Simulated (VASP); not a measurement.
PtSe2, 3 atoms in the cell. Symmetry: C2/m, No. 12, monoclinic system. Conventional cell: a = 6.498 Å, b = 3.949 Å, c = 6.527 Å, α = 90.00°, β = 90.00°, γ = 90.00°. Pt (site symmetry 2/m) has 6 Se at 2.53 to 2.60 Å within 3.3 Å. Se (site symmetry m) has 3 Pt at 2.53 to 2.60 Å and 3 Se at 3.39 to 3.45 Å within 3.5 Å.  This cell differs from its parent crystal: strain +0.0525 x Voigt [1, 0, 0, 0, 0, 0].

```yaml
Program: VASP 6.6.1
Task: single point
Functional: PBE
Potentials_or_basis: VASP PAW PBE potentials, release 64 (Pt, Se)
Cutoff: 520 eV
k_mesh: 12 × 12 × 4
Occupations: gaussian, width 0.05 eV
Spin: no spin polarisation
Dipole_correction: no
Further_INCAR_settings: ALGO = Normal; EDIFF = 1e-07; NBANDS = 18
```

Potentials or basis: VASP PAW PBE potentials, release 64 (Pt, Se).

Command:

```console
$ cat potpaw_PBE.64/Pt/POTCAR potpaw_PBE.64/Se/POTCAR > POTCAR
$ mpirun -np 1 vasp_std > vasp.out
```

Hardware: 1 thread of Intel Xeon 8259CL (shared host).

**Question.** Estimate the wall time of this run.

**Answer.** Run time: 5.6 min on 1 thread of Intel Xeon 8259CL, on a shared host, peak memory 0.38 GiB. Counts: scf iterations 15, k points 164.
